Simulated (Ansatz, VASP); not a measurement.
**One calculation of SnPb3O4, two programs**

INCAR

```
SYSTEM = SnPb3O4
PREC     = Accurate       ! precision mode
ENCUT    = 520            ! plane-wave cutoff, eV
EDIFF    = 1E-6           ! SCF threshold, eV
ISMEAR   = -1             ! smearing method
SIGMA    = 0.02           ! smearing width, eV
LREAL    = .FALSE.        ! projectors in reciprocal space
LASPH    = .TRUE.         ! aspherical terms in the spheres
NELM     = 100            ! most SCF steps
ALGO     = Normal         ! electronic algorithm
ISIF     = 2              ! what is computed and relaxed
LWAVE    = .FALSE.        ! write WAVECAR
LCHARG   = .TRUE.         ! write CHGCAR
GGA      = PE             ! functional
LELF     = .TRUE.         ! ELF
LVHAR    = .TRUE.       
NBANDS   = 50             ! bands
```

KPOINTS

```
regular mesh
0
G
  6 4 6
  0 0 0
```

The input POSCAR:

```
SnPb3O4
1.0
    3.9259004054      0.0000000000      0.0000000000
    0.0000000000      7.8583856084      0.0000000000
    0.0000000000      0.0000000000      4.9612809339
Pb Sn O
3 1 4
Direct
    0.5000000000      0.7553111982      0.7559040694
    0.5000000000      0.2446888018      0.7559040694
    0.0000000000      0.5000000000      0.2385787393
    0.0000000000      0.0000000000      0.2217810105
    0.5000000000      0.0000000000      0.0177110630
    0.0000000000      0.7612854787      0.0069060480
    0.5000000000      0.5000000000     -0.0036910477
    0.0000000000      0.2387145213      0.0069060480
```

Input for Ansatz:

```yaml
crystal:
  lattice:
    - [3.9259004054, 0.0, 0.0]
    - [0.0, 7.8583856084, 0.0]
    - [0.0, 0.0, 4.9612809339]
  atoms:
    - { symbol: Pb, position: [0.5, 0.7553111982, 0.7559040694] }
    - { symbol: Sn, position: [0.0, 0.0, 0.2217810105] }
    - { symbol: O, position: [0.5, 0.0, 0.017711063] }
    - { symbol: O, position: [0.0, 0.7612854787, 0.006906048] }
    - { symbol: Pb, position: [0.5, 0.2446888018, 0.7559040694] }
    - { symbol: Pb, position: [0.0, 0.5, 0.2385787393] }
    - { symbol: O, position: [0.5, 0.5, -0.0036910477] }
    - { symbol: O, position: [0.0, 0.2387145213, 0.006906048] }
kpoints:
  mp_grid: { grid: [6, 4, 6] }
  band_path:
    path:
      - [[0.0, 0.0, 0.0], [0.5, 0.0, 0.0], [0.5, 0.5, 0.0], [0.0, 0.5, 0.0], [0.0, 0.0, 0.0], [0.0, 0.0, 0.5], [0.5, 0.0, 0.5], [0.5, 0.5, 0.5], [0.0, 0.5, 0.5], [0.0, 0.0, 0.5]]
      - [[0.5, 0.0, 0.0], [0.5, 0.0, 0.5]]
      - [[0.0, 0.5, 0.0], [0.0, 0.5, 0.5]]
      - [[0.5, 0.5, 0.0], [0.5, 0.5, 0.5]]
    npoints: 10
hamiltonian:
  xc: pbe
scf:
  occupations: { method: fermi_dirac, width: 0.02 }
  n_extra_bands: 6
output:
  forces: true
  stress: true
  eigenvalues: true
```

Alike in both runs: task single point; functional PBE; k mesh 6 × 4 × 6; occupations fermi-dirac, width 0.02 eV; no spin polarisation.

```csv
,VASP,Ansatz
version,VASP 6.6.1,Ansatz 0.2.0
potentials or method,"VASP PAW PBE potentials, release 64 (Pb_d, Sn_d, O)","plane waves, PAW"
plane-wave cutoff (eV),520,420
valence electrons in the cell,80,80
```

|  | VASP | Ansatz | Ansatz less VASP |
| --- | --- | --- | --- |
| gap on the k mesh at the Fermi level (eV) | 0.79 | 0.79 | +0.003 |
| pressure (GPa) | 4.8 | 4.7 | -0.10 |
| rms of the force components (eV/Å) | 0.186 | 0.164 | -0.0227 |

Neither program's run includes spin-orbit coupling.
